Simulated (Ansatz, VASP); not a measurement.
# Mg4H: VASP beside Ansatz

```
Mg H
1.0
     6.42014    0.00000    0.00000
     0.00000    5.13791    0.00000
     0.00000    0.00000   21.66448
Mg H
8 2
Direct
  0.00000 0.75000 0.18463
  0.50000 0.75000 0.18463
  0.25000 0.25000 0.22741
  0.75000 0.25000 0.22741
  0.25000 0.75000 0.31732
  0.75000 0.75000 0.31732
  0.00000 0.25000 0.35378
  0.50000 0.25000 0.35378
  0.63357 0.08333 0.43364
  0.86643 0.08333 0.43364
```

Alike in both runs: task single point; functional PBE; k mesh 4 × 5 × 1; occupations gaussian, width 0.1 eV; no spin polarisation.

|  | VASP | Ansatz |
| --- | --- | --- |
| version | VASP 6.6.1 | Ansatz 0.2.0 |
| potentials or method | VASP PAW PBE potentials, release 64 (Mg, H), cutoff 520 eV | scalar-relativistic, plane waves, PAW |
| valence electrons in the cell | 18 | 82 |

```tsv
	VASP	Ansatz	Ansatz less VASP
gap on the k mesh at the Fermi level (eV)	none	none	-
rms of the force components (eV/Å)	0.281	0.281	-0.0003
```

Atom by atom the forces differ by 0.003 eV/Å (rms over components). A gap of «none» marks a metal or a gap that the smearing closes. VASP's potentials hold 18 valence electrons a cell and Ansatz's 82, so a difference there can come from the potentials and not from the codes.
